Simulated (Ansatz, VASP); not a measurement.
**RbZnBr3 in VASP and in Ansatz**

The input INCAR:

```
  ALGO = Normal
  EDIFF = 1E-7
  ENCUT = 520
  GGA = PE
  ISIF = 2
  ISMEAR = -1
  LASPH = T
  LCHARG = F
  LREAL = F
  LWAVE = F
  NBANDS = 29
  NELM = 100
  PREC = Accurate
  SIGMA = 0.02
```

Contents of KPOINTS:

```
k-points
0
Gamma
  6 6 6
```

POSCAR

```
RbZnBr3
1.0
    5.2486225789      0.0000000000      0.0000000000
    0.0000000000      5.2486225789      0.0000000000
    0.0000000000      0.0000000000      5.2486225789
Rb Zn Br
1 1 3
Direct
    0.0000000000      0.0000000000      0.0000000000
    0.5000000000      0.5000000000      0.5000000000
    0.5000000000      0.5000000000      0.0000000000
    0.5000000000      0.0000000000      0.5000000000
    0.0000000000      0.5000000000      0.5000000000
```

Input for Ansatz:

```yaml
crystal:
  lattice:
    - [5.2486225789, 0.0, 0.0]
    - [0.0, 5.2486225789, 0.0]
    - [0.0, 0.0, 5.2486225789]
  atoms:
    - { symbol: Rb, position: [0.0, 0.0, 0.0] }
    - { symbol: Zn, position: [0.5, 0.5, 0.5] }
    - { symbol: Br, position: [0.5, 0.5, 0.0] }
    - { symbol: Br, position: [0.5, 0.0, 0.5] }
    - { symbol: Br, position: [0.0, 0.5, 0.5] }
kpoints:
  mp_grid: { grid: [6, 6, 6] }
  band_path:
    path: [[0.0, 0.0, 0.0], [0.0, 0.5, 0.0], [0.5, 0.5, 0.0], [0.5, 0.5, 0.5]]
    npoints: 1
hamiltonian:
  xc: pbe
scf:
  occupations: { method: fermi_dirac, width: 0.02 }
  n_extra_bands: 5
output:
  forces: true
  stress: true
  eigenvalues: true
  write_density: true
  write_potential: true
  elf: true
  volumetric_format: npy
```

Alike in both runs: task single point; functional PBE; k mesh 6 × 6 × 6; occupations fermi-dirac, width 0.02 eV; no spin polarisation.

|  | VASP | Ansatz |
| --- | --- | --- |
| version | VASP 6.6.1 | Ansatz 0.2.0 |
| potentials or method | VASP PAW PBE potentials, release 64 (Rb_sv, Zn, Br) | plane waves, PAW |
| plane-wave cutoff (eV) | 520 | 420 |
| valence electrons in the cell | 42 | 42 |

|  | VASP | Ansatz | Ansatz less VASP |
| --- | --- | --- | --- |
| pressure (GPa) | 1.3 | 1.3 | -0.07 |
